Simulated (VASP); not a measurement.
Runs of VASP 6.6.1 on MgO (Periclase). The structure is that of space group Fm-3m (No. 225), or close to it. The cells are those of the table. 

```tsv
task	cell	gap on the mesh (eV)	pressure (GPa)
single point	a = 2.855 Å, angles 60.0°, 2 atoms	6.07	31.7
single point	a = 2.911 Å, angles 60.0°, 2 atoms	5.43	17.3
relaxation of the atoms	atoms relaxed from a = 2.855 Å, angles 60.0°, 2 atoms	6.07	31.7
relaxation of the atoms	atoms relaxed from a = 2.898, b = 2.898, c = 2.855 Å, angles 60.5, 60.5, 59.0°, 2 atoms	(a)	24.4
electric field gradients	a = 2.855 Å, angles 60.0°, 2 atoms	6.07	31.7
```

Alike in all rows: level PBE; potentials or basis VASP PAW PBE potentials, release 64 (Mg, O); no spin polarisation; k mesh 13 × 13 × 13; cutoff (eV) 520; smearing fermi-dirac 0.02 eV.

**Question.** Estimate the missing entries.

**Answer.** (a) 5.70.

Caveats: the relaxation stopped at its first step, so nothing moved (some runs).

A k mesh can miss the band edges.
